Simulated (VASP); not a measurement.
# LiGaI2 (R-3m) in VASP: further runs, part 2 of 2

VASP 6.6.1. The steps go on from the part before.

### Step 3. Single point, LDA

File INCAR:

```
PREC = Accurate
ENCUT = 520
EDIFF = 1E-6
ISMEAR = 0
SIGMA = 0.02
LREAL = F
LASPH = T
NELM = 60
ALGO = Normal
ISIF = 2
LWAVE = F
LCHARG = T
GGA = CA
LELF = T
LVHAR = T
NBANDS = 23
```

File KPOINTS:

```
regular mesh
0
Gamma
  6 6 6
```

File POSCAR:

```
LiGaI2
1.0
    2.2245625627      1.2843517944      7.4956732986
   -2.2245625627      1.2843517944      7.4956732986
    0.0000000000     -2.5687035888      7.4956732986
Li Ga I
1 1 2
Direct
    0.5000000000      0.5000000000      0.5000000000
    0.0000000000      0.0000000000      0.0000000000
    0.7592764361      0.7592764361      0.7592764361
    0.2407235639      0.2407235639      0.2407235639
```

Potentials or basis: VASP PAW LDA potentials, release 64 (Li_sv, Ga_d, I).

Command:

```bash
cat potpaw_LDA.64/Li_sv/POTCAR potpaw_LDA.64/Ga_d/POTCAR potpaw_LDA.64/I/POTCAR > POTCAR
mpirun -np 1 vasp_std > vasp.out
```

OUTCAR:

```text
PREC = Accurate
   ENCUT = 520
   EDIFF = 1E-6
   ISMEAR = 0
   LREAL = F
   LASPH = T
   NELM = 60
   ISIF = 2
   GGA = CA

 ion  position               nearest neighbor table
   1  0.500  0.500  0.500-   4 3.06   3 3.06   4 3.06   4 3.06   3 3.06   3 3.06
   2  0.000  0.000  0.000-
   3  0.759  0.759  0.759-   1 3.06   1 3.06   1 3.06
   4  0.241  0.241  0.241-   1 3.06   1 3.06   1 3.06

  LATTYP: Found a trigonal (rhomboedric) cell.
 ALAT       =     7.9235949118
 COS(alpha) =     0.8423569913

  Lattice vectors:

 A1 = (   2.2245625627,   1.2843517944,   7.4956732986)
 A2 = (  -2.2245625627,   1.2843517944,   7.4956732986)
 A3 = (   0.0000000000,  -2.5687035888,   7.4956732986)

Analysis of symmetry for initial positions (statically):
=====================================================================
 Subroutine PRICEL returns:
 Original cell was already a primitive cell.

 Routine SETGRP: Setting up the symmetry group for a
 trigonal (rhombohedral) supercell.

 Subroutine GETGRP returns: Found 12 space group operations
 (whereof 12 operations were pure point group operations)
 out of a pool of 12 trial point group operations.

The static configuration has the point symmetry D_3d.

Analysis of symmetry for dynamics (positions and initial velocities):
=====================================================================
 Subroutine PRICEL returns:
 Original cell was already a primitive cell.

 Routine SETGRP: Setting up the symmetry group for a
 trigonal (rhombohedral) supercell.

 Subroutine GETGRP returns: Found 12 space group operations
 (whereof 12 operations were pure point group operations)
 out of a pool of 12 trial point group operations.

The dynamic configuration has the point symmetry D_3d.

[... 116 lines left out ...]
   EFERMI =   0.00;   METHOD = LEGACY
   ISMEAR =     0;   SIGMA  =   0.02  broadening in eV -4-tet -1-fermi 0-gaus
   EFERMI_NEDOS =   21; number of points for ismear=-14 and -15
   IALGO  =     38    algorithm
   IMIX   =      4    mixing-type and parameters
     AMIX     =   0.40;   BMIX     =  1.00
     AMIX_MAG =   1.60;   BMIX_MAG =  1.00
  volume/ion in A,a.u.               =      32.12       216.78
  Fermi-wavevector in a.u.,A,eV,Ry     =   1.008057  1.904951 13.825953  1.016179
  Thomas-Fermi vector in A             =   2.140900
   LORBIT       =      0    0 simple, 1 ext, 2 COOP (PROOUT), +10 PAW based schemes
   GGA     = CA    functional components
   LHFCALC =     F    Hartree Fock is set to
   AEXX    =    0.0000 exact exchange contribution
   IVDW    =     0    specifies the selected vdW correction
   LEPSILON=     F    determine dielectric tensor
   LRPA    =     F    only Hartree local field effects (RPA)
 non-spin polarized calculation
 Gauss-broadening in eV      SIGMA  =   0.02
  energy-cutoff  :      520.00
  volume of cell :      128.50
 maximum number of plane-waves:      3490
   NGX = 29   NGY = 29   NGZ = 29

 number of electron      30.0000004 magnetization

 Free energy of the ion-electron system (eV)
  ---------------------------------------------------
  ext. energy  EPLUGINS =         0.00000000
  ---------------------------------------------------
  free energy    TOTEN  =       -12.48837307 eV

  energy without entropy =      -12.48837307  energy(sigma->0) =      -12.48837307

 E-fermi :   2.7416     XC(G=0):  -8.5167

 val. band max:        2.5309192846   @ k =   0.5000   0.5000   0.5000
 cond. band min:       4.4700976194   @ k =   0.5000   0.5000   0.0000
 fundamental gap:      1.9391783348
 Fermi energy:         2.7415750561

 k-point     1 :       0.0000    0.0000    0.0000
  band No.  band energies     occupation
      1     -42.8661      2.00000
      2     -11.8033      2.00000
      3     -11.8033      2.00000
      4     -11.7948      2.00000
      5     -11.7948      2.00000
      6     -11.7947      2.00000
[... 613 lines left out ...]
     22       9.1751      0.00000
     23       9.9361      0.00000

 [... further k-points ...]

------------------------ aborting loop because EDIFF is reached ----------------------------------------

  FORCE on cell =-STRESS in cart. coord.  units (eV):
  Direction    XX          YY          ZZ          XY          YZ          ZX
  --------------------------------------------------------------------------------------
  -------------------------------------------------------------------------------------
  Total       -1.9026397     -1.9026397     -2.0668250      0.0000000      0.0000000      0.0000000
  in kB      -23.7233828    -23.7233828    -25.7705551      0.0000000      0.0000000      0.0000000
  external PRESSURE =     -24.4057735 kB  Pullay stress =       0.0000000 kB

 VOLUME and BASIS-vectors are now :
 -----------------------------------------------------------------------------
  energy-cutoff  :      520.00
  volume of cell :      128.50
      direct lattice vectors                 reciprocal lattice vectors
     2.224562563  1.284351794  7.495673299     0.224763290  0.129767146  0.044470099
    -2.224562563  1.284351794  7.495673299    -0.224763290  0.129767146  0.044470099
     0.000000000 -2.568703589  7.495673299     0.000000000 -0.259534292  0.044470099

 POSITION                                       TOTAL-FORCE (eV/Angst)
 -----------------------------------------------------------------------------------
      0.00000      0.00000     11.24351         0.000000      0.000000     -0.000000
      0.00000      0.00000      0.00000        -0.000000      0.000000     -0.000000
      0.00000      0.00000     17.07386        -0.000000     -0.000000     -0.086954
      0.00000      0.00000      5.41316        -0.000000      0.000000      0.086954
 -----------------------------------------------------------------------------------
    total drift:                                0.000000      0.000000     -0.000000

  FREE ENERGIE OF THE ION-ELECTRON SYSTEM (eV)
  ---------------------------------------------------
  free  energy   TOTEN  =       -12.4883730687 eV

  energy  without entropy=      -12.4883730687  energy(sigma->0) =      -12.48837307
```

OSZICAR:

```text
N       E                     dE             d eps       ncg     rms          rms(c)
DAV:   1     0.191452212190E+03    0.19145E+03   -0.13030E+04  1488   0.136E+03
DAV:   2     0.114800645556E+02   -0.17997E+03   -0.16944E+03  1666   0.325E+02
DAV:   3    -0.101605264886E+02   -0.21641E+02   -0.21364E+02  2007   0.929E+01
DAV:   4    -0.125573015583E+02   -0.23968E+01   -0.23781E+01  2743   0.232E+01
DAV:   5    -0.126455818284E+02   -0.88280E-01   -0.88271E-01  1768   0.363E+00    0.342E+00
DAV:   6    -0.125062660310E+02    0.13932E+00   -0.22670E-01  2168   0.378E+00    0.196E+00
DAV:   7    -0.124881141532E+02    0.18152E-01   -0.10631E-01  1994   0.157E+00    0.687E-01
DAV:   8    -0.124883856080E+02   -0.27145E-03   -0.15930E-02  1844   0.960E-01    0.143E-01
DAV:   9    -0.124883572298E+02    0.28378E-04   -0.12399E-03  2100   0.301E-01    0.570E-02
DAV:  10    -0.124883718664E+02   -0.14637E-04   -0.79884E-05  1857   0.554E-02    0.332E-02
DAV:  11    -0.124883734258E+02   -0.15595E-05   -0.39929E-05  1905   0.539E-02    0.142E-02
DAV:  12    -0.124883730687E+02    0.35712E-06   -0.55419E-06  1745   0.131E-02
   1 F= -.12488373E+02 E0= -.12488373E+02  d E =-.344770E-52
```

It took 6 min on 1 thread of Oxide Virtual Turin-like, shared host; peak memory 0.36 GiB.

Results:

| Property | Result |
| --- | --- |
| Free energy | -12.4884 eV |
| Largest force | 0.087 eV/Å |
| Band gap on the k mesh | 1.94 eV (least direct gap 2.21 eV) |

Forces on the atoms (eV/Å):
```
Li   0.000  0.000  0.000
Ga   0.000  0.000  0.000
I    0.000  0.000 -0.087
I    0.000  0.000  0.087
```

Caveat: the cutoff is under 1.25 times the usual one of these potentials, so pressure, stress and relaxed cells hold a basis-set (Pulay) error; spin-orbit coupling is left out, which moves the levels of the heavy elements.
